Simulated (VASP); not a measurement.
# SnSb2C3: relaxation of cell and atoms with PBE

The system is SnSb2C3.

```xyz
6
Lattice="5.9734 0.0000 0.0000 -2.9867 5.1731 0.0000 0.0000 0.0000 3.2028" Properties=species:S:1:pos:R:3 pbc="T T T"
Sn    0.0000    0.0000    0.0000
Sb    0.0000    3.4487    0.0000
Sb    2.9867    1.7244    0.0000
C     2.9867    0.0000    1.6014
C     1.4933    2.5866    1.6014
C    -1.4933    2.5866    1.6014
```

The cell was generated, and may not be a known phase.

```
Program                : VASP 6.6.1
Task                   : relaxation of cell and atoms
Functional             : PBE
Potentials or basis    : VASP PAW PBE potentials, release 64 (Sn_d, Sb, C)
Cutoff                 : 600 eV
k mesh                 : 6 × 6 × 12
Occupations            : gaussian, width 0.1 eV
Spin                   : no spin polarisation
Dipole correction      : no
Further INCAR settings : ALGO = Fast; EDIFF = 1e-06; IBRION = 2; EDIFFG = -0.01; NSW = 100; ISIF = 3
```

```
Relaxed volume                        : 16.44 Å³/atom
Relaxed cell                          : a = 6.024 Å, b = 6.024 Å, c = 3.138 Å, α = 90.00°, β = 90.00°, γ = 120.00°
Space group after relaxing (to 0.1 Å) : P6/mmm (No. 191)
Energy gained by relaxing             : 7.7 meV/atom
Ionic steps                           : 5
Pressure after relaxing               : -0.1 GPa
Band gap on the k mesh                : zero (bands 18 and 19 overlap by 1.69 eV)
```

Step by step:
```csv
step,energy change (eV),largest force (eV/Å),pressure (GPa),volume (Å³)
1,0.0000,0.0000,-0.55,98.97
2,-0.0436,0.0000,0.50,98.12
3,-0.0459,0.0000,0.28,98.26
4,-0.0459,0.0000,0.26,98.27
5,-0.0461,0.0000,-0.08,98.64
```

Final structure:
```
Sn Sb C
1.0
     6.02440    0.00000    0.00000
    -3.01220    5.21729    0.00000
     0.00000    0.00000    3.13828
Sn Sb C
1 2 3
Direct
  0.00000 0.00000 0.00000
  0.33333 0.66667 0.00000
  0.66667 0.33333 0.00000
  0.50000 0.00000 0.50000
  0.50000 0.50000 0.50000
  0.00000 0.50000 0.50000
```

Levels at points of the mesh, in eV from the Fermi level:
```
           k point  band 16  band 17  band 18  band 19  band 20  band 21
(0.00, 0.00, 0.00)    -0.94     0.23     0.23     0.53     3.08     3.08
(0.50, 0.00, 0.00)    -1.00    -0.27     0.08     0.22     1.00     2.41
(0.00, 0.00, 0.50)    -2.24    -2.16    -1.23    -1.23     0.63     0.63
(0.50, 0.00, 0.50)    -2.19    -0.88    -0.79    -0.60     0.55     0.91
```

Run time: 8.1 min on 1 thread of Oxide Virtual Turin-like Processor, with other jobs on the host, peak memory 0.32 GiB.

Caveat: spin-orbit coupling is left out, which moves the levels of the heavy elements.
